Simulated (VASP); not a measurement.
Set up this calculation in VASP 6.6.1, as the native input.

```yaml
Task: single point
Functional: PBEsol
Potentials_or_basis: VASP PAW PBE potentials, release 64 (Se)
Cutoff: 520 eV
k_mesh: 16 × 16 × 8
Occupations: fermi-dirac, width 0.1 eV
Spin: no spin polarisation
Dipole_correction: no
Further_INCAR_settings: ALGO = Normal; EDIFF = 1e-07; NBANDS = 13
```

The structure of Se lies in POSCAR:

```
Se
1.0
   -2.9118591595      2.5637119921      1.3743455092
    2.5637119921     -2.9118591595      1.3743455092
    3.5228833069      3.5228833069     -2.0119776839
Se
2
Direct
    0.0564213915      0.9435786085      0.0000000000
    0.6935786085      0.3064213915      0.5000000000
```

These files were run (other wordings do the same):

INCAR

```
PREC     = Accurate       # precision mode
ENCUT    = 520            # plane-wave cutoff, eV
EDIFF    = 1E-7           # SCF threshold, eV
ISMEAR   = -1             # smearing method
SIGMA    = 0.1            # smearing width, eV
LREAL    = F              # projectors in reciprocal space
LASPH    = T              # aspherical terms in the spheres
NELM     = 100            # most SCF steps
ALGO     = Normal         # electronic algorithm
ISIF     = 2              # what is computed and relaxed
LWAVE    = F              # write WAVECAR
LCHARG   = T              # write CHGCAR
GGA      = PS             # functional
LELF     = T              # ELF
LVHAR    = T            
NBANDS   = 13             # bands
```

KPOINTS

```
Automatic mesh
0
Gamma
  16 16 8
```

Potentials or basis: VASP PAW PBE potentials, release 64 (Se).

Command:

```sh
$ cat potpaw_PBE.64/Se/POTCAR > POTCAR
$ mpirun -np 1 vasp_std > vasp.out
```

Results of the run:

```
Pressure               : 0.1 GPa
Largest force          : 0.027 eV/Å
Band gap on the k mesh : zero (bands 6 and 7 overlap by 4.10 eV)
```

Caveat: the PAW data sets were made with another functional, which shifts forces and pressure a little.

Wall time 3.3 min on 1 thread of Intel(R) Xeon(R) 6975P-C (Granite Rapids), on a shared host, peak memory 0.41 GiB.
